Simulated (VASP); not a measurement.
Wanted: the native input for a VASP 6.6.1 run.

| Property | Result |
| --- | --- |
| Task | relaxation of the atoms |
| Functional | PBEsol |
| Potentials or basis | VASP PAW PBE potentials, release 64 (C) |
| Cutoff | 520 eV |
| k mesh | 9 × 9 × 6 |
| Occupations | gaussian, width 0.02 eV |
| Spin | no spin polarisation |
| Dipole correction | no |
| Further INCAR settings | ALGO = Normal; EDIFF = 1e-06; IBRION = 2; EDIFFG = -0.002; NSW = 60 |

The structure of C lies in POSCAR:

```
C
1.0
    2.4612466107      0.0000000000      0.0000000000
   -1.2306233054      2.1315020899      0.0000000000
    0.0000000000      0.0000000000      4.0732164421
C
4
Direct
    0.3333333333      0.6666666667      0.0000300286
    0.6666666667      0.3333333333      0.5000300286
    0.3333333333      0.6666666667      0.3739699714
    0.6666666667      0.3333333333      0.8739699714
```

This cell differs from its parent crystal: strained cell.

The input as run:

INCAR

```
SYSTEM = C
PREC     = Accurate       ! precision mode
ENCUT    = 520            ! plane-wave cutoff, eV
EDIFF    = 1E-6           ! SCF threshold, eV
ISMEAR   = 0              ! smearing method
SIGMA    = 0.02           ! smearing width, eV
LREAL    = .False.        ! projectors in reciprocal space
LASPH    = .True.         ! aspherical terms in the spheres
NELM     = 60             ! most SCF steps
ALGO     = Normal         ! electronic algorithm
ISIF     = 2              ! what is computed and relaxed
LWAVE    = .False.        ! write WAVECAR
LCHARG   = .False.        ! write CHGCAR
GGA      = PS             ! functional
IBRION   = 2              ! ionic algorithm
NSW      = 60             ! ionic steps
EDIFFG   = -0.002         ! ionic threshold
```

KPOINTS

```
Automatic mesh
0
Gamma
  9 9 6
  0 0 0
```

Potentials or basis: VASP PAW PBE potentials, release 64 (C).

Launch:

```console
$ cat potpaw_PBE.64/C/POTCAR > POTCAR
$ mpirun -np 1 vasp_std > vasp.out
```

Results of the run:

```yaml
Energy_gained_by_relaxing: 0.0 meV/atom
Ionic_steps: 3
Pressure_after_relaxing: 27.0 GPa
Band_gap_on_the_k_mesh: 2.84 eV (least direct gap 4.91 eV)
```

Caveat: the cell differs from its parent crystal (strained cell); the PAW data sets were made with another functional, which shifts forces and pressure a little; an odd mesh through Γ misses points on the zone boundary, where band edges can lie.

Run time: 30 s on 1 thread of Intel Xeon 8259CL (shared host), peak memory 0.12 GiB.
